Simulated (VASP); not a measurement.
Runs of VASP 6.6.1 on Mo. The structure is that of space group P6/mmm (No. 191), or close to it. The cells are those of the table. 

```csv
task,cell,k mesh,cutoff (eV),smearing,gap on the mesh (eV),pressure (GPa)
single point,"a = 2.742, b = 2.742, c = 2.492 Å, angles 90.0, 90.0, 120.0°, 1 atom",18 × 18 × 16,520,gaussian 0.1 eV,none,(a)
single point,"a = 2.736, b = 2.736, c = 2.555 Å, angles 90.0, 90.0, 120.0°, 1 atom",9 × 9 × 8,500,gaussian 0.1 eV,none,-2.9
relaxation of cell and atoms,"relaxed from a = 2.736, b = 2.736, c = 2.555 Å, angles 90.0, 90.0, 120.0°, 1 atom",18 × 18 × 16,600,gaussian 0.1 eV,none,0.0
single point,"a = 2.742, b = 2.742, c = 2.492 Å, angles 90.0, 90.0, 120.0°, 1 atom",12 × 12 × 14,520,gaussian 0.15 eV,none,0.8
```

Alike in all rows: level PBEsol; potentials or basis VASP PAW PBE potentials, release 64 (Mo_sv); no spin polarisation.

**Question.** Estimate the missing entries.

**Answer.** (a) 0.6.

Caveats: the PAW data sets were made with another functional, which shifts forces and pressure a little.

A k mesh can miss the band edges, and the runs leave out spin-orbit coupling on Mo.

A gap of «none» marks levels without a gap at the run's occupations.
